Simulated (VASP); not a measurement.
A run of VASP 6.6.1:

File INCAR:

```
SYSTEM = Li
PREC     = Accurate       ! precision mode
ENCUT    = 520            ! plane-wave cutoff, eV
EDIFF    = 1E-7           ! SCF threshold, eV
ISMEAR   = 0              ! smearing method
SIGMA    = 0.15           ! smearing width, eV
LREAL    = .False.        ! projectors in reciprocal space
LASPH    = .True.         ! aspherical terms in the spheres
NELM     = 100            ! most SCF steps
ALGO     = Normal         ! electronic algorithm
ISIF     = 2              ! what is computed and relaxed
LWAVE    = .False.        ! write WAVECAR
LCHARG   = .False.        ! write CHGCAR
GGA      = PS             ! functional
NBANDS   = 10             ! bands
```

Contents of KPOINTS:

```
regular mesh
0
Gamma
  18 18 10
  0 0 0
```

File POSCAR:

```
Li
1.0
    2.8621219795      0.0000000000      0.0000000000
   -1.4310609897      2.4786703429      0.0000000000
    0.0000000000      0.0000000000      5.5004400000
Li
2
Direct
    0.3333333333      0.6666666667      0.2500000000
    0.6666666667      0.3333333333      0.7500000000
```

Potentials or basis: VASP PAW PBE potentials, release 64 (Li_sv).

Command:

```console
$ cat potpaw_PBE.64/Li_sv/POTCAR > POTCAR
$ mpirun -np 1 vasp_std > vasp.out
```

Hardware: 1 thread of AMD EPYC 9R45 96-Core Processor (Zen 5), with other jobs on the host.

Q: Estimate the wall time of this run.

A: It took 43 s on 1 thread of AMD EPYC 9R45 96-Core Processor (Zen 5), on a shared host, peak memory 0.17 GiB. Counts: scf iterations 11, k points 222.
